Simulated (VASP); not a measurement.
Write the native input for VASP 6.6.1 that does the following.

```yaml
Task: single point
Functional: PBEsol
Potentials_or_basis: VASP PAW PBE potentials, release 64 (Na_pv, H)
Cutoff: 500 eV
k_mesh: 2 × 2 × 2
Occupations: gaussian, width 0.01 eV
Spin: no spin polarisation
Dipole_correction: no
Further_INCAR_settings: ALGO = Normal; EDIFF = 1e-06; NBANDS = 11
```

The structure of NaH lies in POSCAR:

```
NaH
1.0
    2.9551240000      0.0000000000      0.0000000000
    0.0000000000      2.9551240000      0.0000000000
    0.0000000000      0.0000000000      2.9551240000
Na H
1 1
Direct
    0.0000000000      0.0000000000      0.0000000000
    0.5000000000      0.5000000000      0.5000000000
```

The input as run:

INCAR

```
ALGO = Normal ; EDIFF = 1E-6
ENCUT = 500 ; GGA = PS
GGA_COMPAT = F ; ISIF = 2
ISMEAR = 0 ; LASPH = T
LCHARG = F ; LREAL = F
LWAVE = F ; NBANDS = 11
NELM = 120 ; PREC = Accurate
SIGMA = 0.01
```

KPOINTS

```
k-points
0
Gamma
  2 2 2
```

Potentials or basis: VASP PAW PBE potentials, release 64 (Na_pv, H).

The run is started by

```console
$ cat potpaw_PBE.64/Na_pv/POTCAR potpaw_PBE.64/H/POTCAR > POTCAR
$ mpirun -np 1 vasp_std > vasp.out
```

It gave:

```yaml
Pressure: 3.1 GPa
Band_gap_on_the_k_mesh: 0.38 eV, indirect (least direct gap 4.06 eV)
```

Caveat: the k points lie up to 1.06 Å⁻¹ apart; the PAW data sets were made with another functional, which shifts forces and pressure a little.

It took 2.1 s on 1 thread of Intel(R) Xeon(R) Platinum 8488C (Sapphire Rapids), with other jobs on the host, peak memory 0.12 GiB.
